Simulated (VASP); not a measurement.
# Mg26CdO27 (a cell with a defect) in VASP: electric field gradients with PBE

Aim: the electric field gradients of Mg26CdO27 (a cell with a defect) with PBE.

Everything below comes from runs of VASP 6.6.1. Logs are shortened: lines on timing, memory, paths and dates and some standing lists are left out, and cuts for length are marked.

**1. The cell of the first run**

The cell holds a defect, 54 atoms: a = 8.946 Å, b = 8.946 Å, c = 8.946 Å, α = 60.00°, β = 60.00°, γ = 60.00°.

**2. Electric field gradients, PBE**

The input, INCAR:

```
ALGO = Normal ; EDIFF = 1E-8
ENCUT = 520 ; GGA = PE
GGA_COMPAT = False ; ISIF = 2
ISMEAR = -1 ; LASPH = True
LCHARG = False ; LEFG = True
LREAL = False ; LWAVE = False
NBANDS = 146 ; NELM = 120
PREC = Accurate ; SIGMA = 0.01
```

The input, KPOINTS:

```
k-points
0
Gamma
  3 3 3
```

The input, POSCAR:

```
Mg26CdO27
1.0
    0.0000000000      6.3255000000      6.3255000000
    6.3255000000      0.0000000000      6.3255000000
    6.3255000000      6.3255000000      0.0000000000
Cd Mg O
1 26 27
Direct
    0.0000000000      0.0000000000      0.0000000000
    0.0000000000      0.0000000000      0.3333333333
    0.0000000000      0.0000000000      0.6666666667
    0.0000000000      0.3333333333      0.0000000000
    0.0000000000      0.3333333333      0.3333333333
    0.0000000000      0.3333333333      0.6666666667
    0.0000000000      0.6666666667      0.0000000000
    0.0000000000      0.6666666667      0.3333333333
    0.0000000000      0.6666666667      0.6666666667
    0.3333333333      0.0000000000      0.0000000000
    0.3333333333      0.0000000000      0.3333333333
    0.3333333333      0.0000000000      0.6666666667
    0.3333333333      0.3333333333      0.0000000000
    0.3333333333      0.3333333333      0.3333333333
    0.3333333333      0.3333333333      0.6666666667
    0.3333333333      0.6666666667      0.0000000000
    0.3333333333      0.6666666667      0.3333333333
    0.3333333333      0.6666666667      0.6666666667
    0.6666666667      0.0000000000      0.0000000000
    0.6666666667      0.0000000000      0.3333333333
    0.6666666667      0.0000000000      0.6666666667
    0.6666666667      0.3333333333      0.0000000000
    0.6666666667      0.3333333333      0.3333333333
    0.6666666667      0.3333333333      0.6666666667
    0.6666666667      0.6666666667      0.0000000000
    0.6666666667      0.6666666667      0.3333333333
    0.6666666667      0.6666666667      0.6666666667
    0.1666666667      0.1666666667      0.1666666667
    0.1666666667      0.1666666667      0.5000000000
    0.1666666667      0.1666666667      0.8333333333
    0.1666666667      0.5000000000      0.1666666667
    0.1666666667      0.5000000000      0.5000000000
    0.1666666667      0.5000000000      0.8333333333
    0.1666666667      0.8333333333      0.1666666667
    0.1666666667      0.8333333333      0.5000000000
    0.1666666667      0.8333333333      0.8333333333
    0.5000000000      0.1666666667      0.1666666667
    0.5000000000      0.1666666667      0.5000000000
    0.5000000000      0.1666666667      0.8333333333
    0.5000000000      0.5000000000      0.1666666667
    0.5000000000      0.5000000000      0.5000000000
    0.5000000000      0.5000000000      0.8333333333
    0.5000000000      0.8333333333      0.1666666667
    0.5000000000      0.8333333333      0.5000000000
    0.5000000000      0.8333333333      0.8333333333
    0.8333333333      0.1666666667      0.1666666667
    0.8333333333      0.1666666667      0.5000000000
    0.8333333333      0.1666666667      0.8333333333
    0.8333333333      0.5000000000      0.1666666667
    0.8333333333      0.5000000000      0.5000000000
    0.8333333333      0.5000000000      0.8333333333
    0.8333333333      0.8333333333      0.1666666667
    0.8333333333      0.8333333333      0.5000000000
    0.8333333333      0.8333333333      0.8333333333
```

Potentials or basis: VASP PAW PBE potentials, release 64 (Cd, Mg, O).

Started as:

```console
cat potpaw_PBE.64/Cd/POTCAR potpaw_PBE.64/Mg/POTCAR potpaw_PBE.64/O/POTCAR > POTCAR
mpirun -np 1 vasp_std > vasp.out
```

OUTCAR:

```text
EDIFF = 1E-8
   ENCUT = 520
   GGA = PE
   ISIF = 2
   ISMEAR = -1
   LASPH = True
   LREAL = False
   NELM = 120
   PREC = Accurate

 ion  position               nearest neighbor table
   1  0.000  0.000  0.000-  30 2.11  34 2.11  36 2.11  46 2.11  48 2.11  52 2.11  10 2.98  12 2.98
                            16 2.98  19 2.98  20 2.98  22 2.98   2 2.98   3 2.98   4 2.98   6 2.98
   2  0.000  0.000  0.333-  34 2.11  46 2.11  35 2.11  28 2.11  47 2.11  53 2.11  17 2.98  20 2.98
                            23 2.98   1 2.98   4 2.98   5 2.98   8 2.98  10 2.98  11 2.98  21 2.98
   3  0.000  0.000  0.667-  36 2.11  48 2.11  29 2.11  47 2.11  35 2.11  54 2.11  19 2.98  21 2.98
                            24 2.98   1 2.98   6 2.98   7 2.98   9 2.98  12 2.98  18 2.98  11 2.98
   4  0.000  0.333  0.000-  30 2.11  46 2.11  33 2.11  28 2.11  49 2.11  51 2.11  15 2.98  22 2.98
                            23 2.98   1 2.98   2 2.98   5 2.98   6 2.98  10 2.98  13 2.98   9 2.98
   5  0.000  0.333  0.333-  28 2.11  47 2.11  49 2.11  29 2.11  31 2.11  50 2.11   2 2.98   4 2.98
                            11 2.98  13 2.98  14 2.98  23 2.98  24 2.98  26 2.98   3 2.98   7 2.98
   6  0.000  0.333  0.667-  29 2.11  30 2.11  48 2.11  51 2.11  50 2.11  32 2.11  24 2.98   1 2.98
                             3 2.98   4 2.98  12 2.98  15 2.98  22 2.98  14 2.98  27 2.98   5 2.98
   7  0.000  0.667  0.000-  36 2.11  52 2.11  31 2.11  49 2.11  33 2.11  54 2.11  19 2.98  25 2.98
                            26 2.98   1 2.98   3 2.98   8 2.98   9 2.98  16 2.98  18 2.98  13 2.98
   8  0.000  0.667  0.333-  31 2.11  34 2.11  52 2.11  53 2.11  32 2.11  50 2.11  26 2.98   1 2.98
                             2 2.98   7 2.98  16 2.98  17 2.98  20 2.98  14 2.98  27 2.98   6 2.98
   9  0.000  0.667  0.667-  54 2.11  35 2.11  33 2.11  51 2.11  53 2.11  32 2.11   3 2.98   7 2.98
[... 62 lines left out ...]
  53  0.833  0.833  0.500-  27 2.11  20 2.11   8 2.11   2 2.11  21 2.11   9 2.11
  54  0.833  0.833  0.833-   9 2.11  21 2.11  25 2.11  19 2.11   7 2.11   3 2.11

  LATTYP: Found a face centered cubic cell.
 ALAT       =    12.6510000000

  Lattice vectors:

 A1 = (   0.0000000000,   6.3255000000,   6.3255000000)
 A2 = (   6.3255000000,   0.0000000000,   6.3255000000)
 A3 = (   6.3255000000,   6.3255000000,   0.0000000000)

Analysis of symmetry for initial positions (statically):
=====================================================================
 Subroutine PRICEL returns:
 Original cell was already a primitive cell.

 Routine SETGRP: Setting up the symmetry group for a
 face centered cubic supercell.

 Subroutine GETGRP returns: Found 48 space group operations
 (whereof 48 operations were pure point group operations)
 out of a pool of 48 trial point group operations.

The static configuration has the point symmetry O_h .

Analysis of symmetry for dynamics (positions and initial velocities):
=====================================================================
 Subroutine PRICEL returns:
 Original cell was already a primitive cell.

 Routine SETGRP: Setting up the symmetry group for a
 face centered cubic supercell.

 Subroutine GETGRP returns: Found 48 space group operations
 (whereof 48 operations were pure point group operations)
 out of a pool of 48 trial point group operations.

The dynamic configuration has the point symmetry O_h .

 Subroutine INISYM returns: Found 48 space group operations
 (whereof 48 operations are pure point group operations),
 and found     1 'primitive' translations

----------------------------------------------------------------------------------------

                                     Primitive cell

  volume of cell :     506.1912

  direct lattice vectors                    reciprocal lattice vectors
     0.000000000  6.325500000  6.325500000    -0.079045135  0.079045135  0.079045135
     6.325500000  0.000000000  6.325500000     0.079045135 -0.079045135  0.079045135
     6.325500000  6.325500000  0.000000000     0.079045135  0.079045135 -0.079045135

  length of vectors
     8.945607889  8.945607889  8.945607889     0.136910190  0.136910190  0.136910190

  position of ions in fractional coordinates (direct lattice)
     0.000000000  0.000000000  0.000000000
     0.000000000  0.000000000  0.333333333
     0.000000000  0.000000000  0.666666667
     0.000000000  0.333333333  0.000000000
     0.000000000  0.333333333  0.333333333
     0.000000000  0.333333333  0.666666667
[... 46 lines left out ...]
     0.833333333  0.833333333  0.500000000
[... 130 lines left out ...]
  volume/ion in A,a.u.               =       9.37        63.26
  Fermi-wavevector in a.u.,A,eV,Ry     =   1.251237  2.364494 21.301188  1.565593
  Thomas-Fermi vector in A             =   2.385194
   LORBIT       =      0    0 simple, 1 ext, 2 COOP (PROOUT), +10 PAW based schemes
   GGA     = PE    functional components
   LHFCALC =     F    Hartree Fock is set to
   AEXX    =    0.0000 exact exchange contribution
   IVDW    =     0    specifies the selected vdW correction
   LEPSILON=     F    determine dielectric tensor
   LRPA    =     F    only Hartree local field effects (RPA)
 non-spin polarized calculation
  energy-cutoff  :      520.00
  volume of cell :      506.19
 maximum number of plane-waves:     13666
 NGX is ok and might be reduce to    70
   NGX = 33   NGY = 33   NGZ = 33

 number of electron     226.0000000 magnetization

 Free energy of the ion-electron system (eV)
  ---------------------------------------------------
  ext. energy  EPLUGINS =         0.00000000
  ---------------------------------------------------
  free energy    TOTEN  =      -315.15015256 eV

  energy without entropy =     -315.15015256  energy(sigma->0) =     -315.15015256

 E-fermi :   4.3133     XC(G=0): -11.1585

 val. band max:        4.0595378153   @ k =   0.3333   0.3333   0.0000
 cond. band min:       7.7770695621   @ k =   0.0000   0.0000   0.0000
 fundamental gap:      3.7175317468
 Fermi energy:         4.3133484598

 k-point     1 :       0.0000    0.0000    0.0000
  band No.  band energies     occupation
      1     -14.1162      2.00000
      2     -13.2641      2.00000
      3     -13.2080      2.00000
      4     -13.2080      2.00000
      5     -13.2080      2.00000
      6     -13.1701      2.00000
[... 501 lines left out ...]
    124      12.1250      0.00000
    125      12.1559      0.00000
 [bands above 125 left out]

------------------------ aborting loop because EDIFF is reached ----------------------------------------

  FORCE on cell =-STRESS in cart. coord.  units (eV):
  Direction    XX          YY          ZZ          XY          YZ          ZX
  --------------------------------------------------------------------------------------
  -------------------------------------------------------------------------------------
  Total       23.6952759     23.6952759     23.6952759      0.0000000      0.0000000     -0.0000000
  in kB       74.9993978     74.9993978     74.9993978      0.0000000      0.0000000     -0.0000000
  external PRESSURE =      74.9993978 kB  Pullay stress =       0.0000000 kB

 VOLUME and BASIS-vectors are now :
 -----------------------------------------------------------------------------
  energy-cutoff  :      520.00
  volume of cell :      506.19
      direct lattice vectors                 reciprocal lattice vectors
     0.000000000  6.325500000  6.325500000    -0.079045135  0.079045135  0.079045135
     6.325500000  0.000000000  6.325500000     0.079045135 -0.079045135  0.079045135
     6.325500000  6.325500000  0.000000000     0.079045135  0.079045135 -0.079045135

 POSITION                                       TOTAL-FORCE (eV/Angst)
 -----------------------------------------------------------------------------------
      0.00000      0.00000      0.00000        -0.000000     -0.000000     -0.000000
      2.10850      2.10850      0.00000         0.068957      0.068957     -0.000000
      4.21700      4.21700      0.00000        -0.068957     -0.068957     -0.000000
      2.10850      0.00000      2.10850         0.068957     -0.000000      0.068957
      4.21700      2.10850      2.10850         0.013844     -0.013844     -0.013844
      6.32550      4.21700      2.10850        -0.000000     -0.068957      0.068957
[... 46 lines left out ...]
      8.43400      8.43400     10.54250        -0.015148     -0.015148      0.015148
     10.54250     10.54250     10.54250         0.015148      0.015148      0.015148
 -----------------------------------------------------------------------------------
    total drift:                               -0.000000     -0.000000      0.000000

  FREE ENERGIE OF THE ION-ELECTRON SYSTEM (eV)
  ---------------------------------------------------
  free  energy   TOTEN  =      -315.1501525603 eV

  energy  without entropy=     -315.1501525603  energy(sigma->0) =     -315.15015256

 Electric field gradients (V/A^2)
---------------------------------------------------------------------
 ion       V_xx      V_yy      V_zz      V_xy      V_xz      V_yz
---------------------------------------------------------------------
   1      -0.000    -0.000    -0.000     0.002     0.002     0.002
   2       0.079     0.079    -0.158     0.140     0.000     0.000
   3       0.079     0.079    -0.158     0.140     0.000     0.000
   4       0.079    -0.158     0.079     0.000     0.140     0.000
   5      -0.000     0.000     0.000    -0.009    -0.009     0.009
   6      -0.158     0.079     0.079     0.000     0.000    -0.140
[... 46 lines left out ...]
  53      -0.001    -0.001     0.001     0.427    -0.429    -0.429
  54      -0.000    -0.000    -0.000     0.426     0.426     0.426
---------------------------------------------------------------------

 Electric field gradients after diagonalization (V/A^2)
 (convention: |V_zz| > |V_xx| > |V_yy|)
----------------------------------------------------------------------
 ion       V_xx      V_yy      V_zz     asymmetry (V_yy - V_xx)/ V_zz
----------------------------------------------------------------------
   1      -0.002    -0.002     0.004       0.000
   2      -0.158    -0.061     0.219       0.447
   3      -0.158    -0.061     0.219       0.447
   4      -0.158    -0.061     0.219       0.447
   5      -0.009    -0.009     0.019       0.001
   6      -0.158    -0.061     0.219       0.444
[... 46 lines left out ...]
  53      -0.429    -0.428     0.856       0.001
  54      -0.426    -0.426     0.853       0.000
----------------------------------------------------------------------

           NMR quadrupolar parameters

 Cq : quadrupolar parameter    Cq=e*Q*V_zz/h
 eta: asymmetry parameters     (V_yy - V_xx)/ V_zz
 Q  : nuclear electric quadrupole moment in mb (millibarn)
----------------------------------------------------------------------
 ion       Cq(MHz)       eta       Q (mb)
----------------------------------------------------------------------
   1       0.000       0.000       1.000
   2       0.001       0.447       1.000
   3       0.001       0.447       1.000
   4       0.001       0.447       1.000
   5       0.000       0.001       1.000
   6       0.001       0.444       1.000
[... 46 lines left out ...]
  53       0.002       0.001       1.000
  54       0.002       0.000       1.000
----------------------------------------------------------------------
```

Wall time 21 min (1 thread of Intel Xeon Platinum 8259CL at 2.50GHz (Skylake/Cascade Lake), shared host); peak memory 0.8 GiB.

Results:

```yaml
Free_energy: -315.1502 eV
Pressure: 7.5 GPa
Largest_force: 2.768 eV/Å
Band_gap_on_the_k_mesh: 3.72 eV
Largest_electric_field_gradient_by_atom: Cd +0.0; Mg +0.2, +0.0, -0.5 (each value once); O +0.9, +6.3, -0.3, -0.0 (each value once) V/Å²
```

Forces on the atoms (eV/Å):
```
Cd   0.000  0.000  0.000
Mg   0.069  0.069  0.000
Mg  -0.069 -0.069  0.000
Mg   0.069  0.000  0.069
Mg   0.014 -0.014 -0.014
Mg   0.000 -0.069  0.069
Mg  -0.069  0.000 -0.069
Mg   0.000  0.069 -0.069
Mg  -0.014  0.014  0.014
Mg   0.000  0.069  0.069
Mg  -0.014  0.014 -0.014
Mg  -0.069  0.000  0.069
Mg  -0.014 -0.014  0.014
Mg   0.014  0.014  0.014
Mg   0.000  0.000  0.019
Mg  -0.069  0.069  0.000
Mg   0.000  0.019  0.000
Mg  -0.019  0.000  0.000
Mg   0.000 -0.069 -0.069
Mg   0.069  0.000 -0.069
Mg   0.014 -0.014  0.014
Mg   0.069 -0.069  0.000
Mg   0.019  0.000  0.000
Mg   0.000 -0.019  0.000
Mg   0.014  0.014 -0.014
Mg   0.000  0.000 -0.019
Mg  -0.014 -0.014 -0.014
O   -0.015 -0.015 -0.015
O    0.015  0.015 -0.015
O    0.000  0.000  2.768
O    0.015 -0.015  0.015
O    0.000 -0.010 -0.010
O    0.010  0.000 -0.010
O    0.000  2.768  0.000
O    0.010 -0.010  0.000
O   -2.768  0.000  0.000
O   -0.015  0.015  0.015
O   -0.010  0.000 -0.010
O    0.000  0.010 -0.010
O   -0.010 -0.010  0.000
O    0.000  0.000  0.000
O    0.010  0.010  0.000
O    0.000 -0.010  0.010
O    0.010  0.000  0.010
O    0.015 -0.015 -0.015
O    2.768  0.000  0.000
O   -0.010  0.010  0.000
O    0.000 -2.768  0.000
O   -0.010  0.000  0.010
O    0.000  0.010  0.010
O   -0.015  0.015 -0.015
O    0.000  0.000 -2.768
O   -0.015 -0.015  0.015
O    0.015  0.015  0.015
```

Levels at points of the mesh, in eV from the valence-band top:
| k point | band 111 | band 112 | band 113 | band 114 | band 115 | band 116 |
| --- | --- | --- | --- | --- | --- | --- |
| (0.00, 0.00, 0.00) | -0.90 | 0.00 | 0.00 | 3.72 | 6.54 | 6.69 |

Electric field gradients, principal values (V/Å²):
```tsv
atom	least	middle	greatest (by size)
1 Cd	-0.002	-0.002	0.004
2 Mg	-0.061	-0.158	0.219
3 Mg	-0.061	-0.158	0.219
4 Mg	-0.061	-0.158	0.219
5 Mg	-0.009	-0.009	0.019
6 Mg	-0.061	-0.158	0.219
7 Mg	-0.061	-0.158	0.219
8 Mg	-0.061	-0.158	0.219
9 Mg	-0.009	-0.009	0.019
10 Mg	-0.061	-0.158	0.219
11 Mg	-0.009	-0.009	0.019
12 Mg	-0.061	-0.158	0.219
13 Mg	-0.009	-0.009	0.019
14 Mg	-0.009	-0.009	0.019
15 Mg	0.236	0.236	-0.472
16 Mg	-0.061	-0.158	0.219
17 Mg	0.236	0.236	-0.472
18 Mg	0.236	0.236	-0.472
19 Mg	-0.061	-0.158	0.219
20 Mg	-0.061	-0.158	0.219
21 Mg	-0.009	-0.009	0.019
22 Mg	-0.061	-0.158	0.219
23 Mg	0.236	0.236	-0.472
24 Mg	0.236	0.236	-0.472
25 Mg	-0.009	-0.009	0.019
26 Mg	0.236	0.236	-0.472
27 Mg	-0.009	-0.009	0.019
28 O	-0.426	-0.426	0.853
29 O	-0.428	-0.429	0.856
30 O	-3.163	-3.165	6.328
31 O	-0.428	-0.429	0.856
32 O	0.075	0.191	-0.266
33 O	0.077	0.193	-0.270
34 O	-3.163	-3.165	6.328
35 O	0.077	0.193	-0.270
36 O	-3.163	-3.165	6.328
37 O	-0.428	-0.429	0.856
38 O	0.075	0.191	-0.266
39 O	0.077	0.193	-0.270
40 O	0.075	0.191	-0.266
41 O	0.003	0.003	-0.006
42 O	0.075	0.191	-0.266
43 O	0.077	0.193	-0.270
44 O	0.075	0.191	-0.266
45 O	-0.428	-0.429	0.856
46 O	-3.163	-3.165	6.328
47 O	0.077	0.193	-0.270
48 O	-3.163	-3.165	6.328
49 O	0.077	0.193	-0.270
50 O	0.075	0.191	-0.266
51 O	-0.428	-0.429	0.856
52 O	-3.163	-3.165	6.328
53 O	-0.428	-0.429	0.856
54 O	-0.426	-0.426	0.853
```

Caveat: without QUAD_EFG the Cq values of the log hold for a quadrupole moment of 1 mb, not for the nuclei.
